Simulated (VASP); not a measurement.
Runs of VASP 6.6.1 on BaPb. The structure is that of space group Fm-3m (No. 225), or close to it. The cells are those of the table. 

```csv
task,cell,gap on the mesh (eV),pressure (GPa)
relaxation of cell and atoms,"relaxed to 20 GPa from a = 5.117 Å, angles 60.0°, 2 atoms",none,20.0
single point,"a = 4.364 Å, angles 60.0°, 2 atoms",none,(a)
single point,"a = 4.229 Å, angles 60.0°, 2 atoms",none,31.5
relaxation of cell and atoms,"relaxed to 30 GPa from a = 5.117 Å, angles 60.0°, 2 atoms",none,30.0
```

Alike in all rows: level LDA; potentials or basis VASP PAW LDA potentials, release 64 (Ba_sv, Pb_d); no spin polarisation; k mesh 7 × 7 × 7; cutoff (eV) 500; smearing fermi-dirac 0.05 eV.

Task: Estimate the missing entries.

Result: (a) 21.0.

Caveats: spin-orbit coupling is left out, which moves the levels of the heavy elements; the cell is relaxed towards a set pressure, so the run minimises the enthalpy, not the energy (at least some runs); the cell stands under pressure (at least some runs).

A k mesh can miss the band edges, and the runs leave out spin-orbit coupling on Ba, Pb.

A gap of «none» marks levels without a gap at the run's occupations.
